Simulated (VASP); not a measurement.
Input of a VASP 6.6.1 run:

The input INCAR:

```
  PREC = Accurate
  ENCUT = 520
  EDIFF = 1E-7
  ISMEAR = 0
  SIGMA = 0.1
  LREAL = False
  LASPH = True
  NELM = 60
  ALGO = Normal
  ISIF = 2
  LWAVE = False
  LCHARG = False
  GGA = PE
  NBANDS = 12
```

File KPOINTS:

```
regular mesh
0
Gamma
  18 18 18
```

File POSCAR:

```
Ti
1.0
    0.0000000000      1.9587876000      1.9587876000
    1.9587876000      0.0000000000      1.9587876000
    1.9587876000      1.9587876000      0.0000000000
Ti
1
Direct
    0.0000000000      0.0000000000      0.0000000000
```

Potentials or basis: VASP PAW PBE potentials, release 64 (Ti_sv).

The run is started by

```console
$ cat potpaw_PBE.64/Ti_sv/POTCAR > POTCAR
$ mpirun -np 1 vasp_std > vasp.out
```

(1) What does it give for the band gap on the k mesh?

(2) Predict the pressure.

Answers

(1) zero (bands 6 and 7 overlap by 1.51 eV).

(2) 19.3 GPa.

Caveat: the cell differs from its parent crystal (strained); the cell stands under pressure.
